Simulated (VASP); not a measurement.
Here is a VASP 6.6.1 calculation.

INCAR

```
ALGO     = Normal         # electronic algorithm
EDIFF    = 1E-6           # SCF threshold, eV
ENCUT    = 520            # plane-wave cutoff, eV
GGA      = PE             # functional
ISIF     = 2              # what is computed and relaxed
ISMEAR   = 0              # smearing method
LASPH    = True           # aspherical terms in the spheres
LCHARG   = False          # write CHGCAR
LREAL    = False          # projectors in reciprocal space
LWAVE    = False          # write WAVECAR
NBANDS   = 34             # bands
NELM     = 100            # most SCF steps
PREC     = Accurate       # precision mode
SIGMA    = 0.1            # smearing width, eV
```

KPOINTS

```
k-points
0
Gamma
  6 6 6
```

POSCAR

```
Ir4Rh
1.0
    1.3655130000      0.7883793000     11.1492617000
   -1.3655130000      0.7883793000     11.1492617000
    0.0000000000     -1.5767586000     11.1492617000
Ir Rh
4 1
Direct
    0.1000980000      0.1000980000      0.1000980000
    0.7001270000      0.7001270000      0.7001270000
    0.2998730000      0.2998730000      0.2998730000
    0.8999020000      0.8999020000      0.8999020000
    0.5000000000      0.5000000000      0.5000000000
```

Potentials or basis: VASP PAW PBE potentials, release 64 (Ir, Rh_pv).

Run with:

```bash
$ cat potpaw_PBE.64/Ir/POTCAR potpaw_PBE.64/Rh_pv/POTCAR > POTCAR
$ mpirun -np 1 vasp_std > vasp.out
```

Q: Predict the pressure.

A: 0.6 GPa.

Q: Estimate the largest force.

A: 0.055 eV/Å.

Stress tensor (GPa, compression positive):
```
 2.11  0.00  0.00
 0.00  2.11  0.00
 0.00  0.00 -2.52
```

Caveat: the k points lie up to 0.44 Å⁻¹ apart.
